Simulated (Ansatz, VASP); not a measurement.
## MgS: VASP beside Ansatz

INCAR

```
PREC = Accurate
ENCUT = 600
EDIFF = 1E-6
ISMEAR = 0
SIGMA = 0.01
LREAL = False
LASPH = True
NELM = 120
ALGO = Normal
ISIF = 2
LWAVE = False
LCHARG = False
GGA = PS
NBANDS = 11
GGA_COMPAT = False
```

The input KPOINTS:

```
regular mesh
0
Gamma
  6 6 6
```

Contents of POSCAR:

```
MgS
1.0
    0.0000000000      2.5652979388      2.5652979388
    2.5652979388      0.0000000000      2.5652979388
    2.5652979388      2.5652979388      0.0000000000
Mg S
1 1
Direct
    0.0000000000      0.0000000000      0.0000000000
    0.5000000000      0.5000000000      0.5000000000
```

Input for Ansatz:

```yaml
crystal:
  lattice:
    - [0.0, 2.5652979388, 2.5652979388]
    - [2.5652979388, 0.0, 2.5652979388]
    - [2.5652979388, 2.5652979388, 0.0]
  atoms:
    - { symbol: Mg, position: [0.0, 0.0, 0.0] }
    - { symbol: S, position: [0.5, 0.5, 0.5] }
basis:
  ecutwfc: 600.0
kpoints:
  mp_grid: { grid: [6, 6, 6] }
  band_path:
    path:
      - [0.0, 0.0, 0.0]
      - [0.0, 0.0, 0.0]
      - [0.5, 0.5, 0.0]
      - [0.5, 0.5, 0.5]
      - [0.5, 0.5, 0.5]
    npoints: 1
hamiltonian:
  xc: pbesol
  pseudopotentials: { kind: paw, azcp: { folder: soft_1 } }
scf:
  occupations: { method: fixed }
  n_extra_bands: 5
output:
  forces: true
  stress: true
  eigenvalues: true
```

Alike in both runs: task single point; functional PBEsol; k mesh 6 × 6 × 6; no spin polarisation.

|  | VASP | Ansatz |
| --- | --- | --- |
| version | VASP 6.6.1 | Ansatz 0.2.0 |
| potentials or method | VASP PAW PBE potentials, release 64 (Mg, S), cutoff 600 eV | scalar-relativistic, plane waves, PAW |
| occupations | gaussian, width 0.01 eV | fixed |
| valence electrons in the cell | 8 | 16 |

Ansatz gave:

| Property | Result |
| --- | --- |
| gap on the k mesh at the Fermi level (eV) | 2.79 |
| least direct gap on the mesh (eV) | 3.93 |
| pressure (GPa) | 2.5 |

Task: Which values does VASP return?

Result: gap on the k mesh at the Fermi level (eV): 2.79; least direct gap on the mesh (eV): 3.93; pressure (GPa): 2.3.

VASP's potentials were made for PBE, not for PBEsol, and Ansatz warns of the same on its side. VASP's potentials hold 8 valence electrons a cell and Ansatz's 16, so a difference there can come from the potentials and not from the codes.
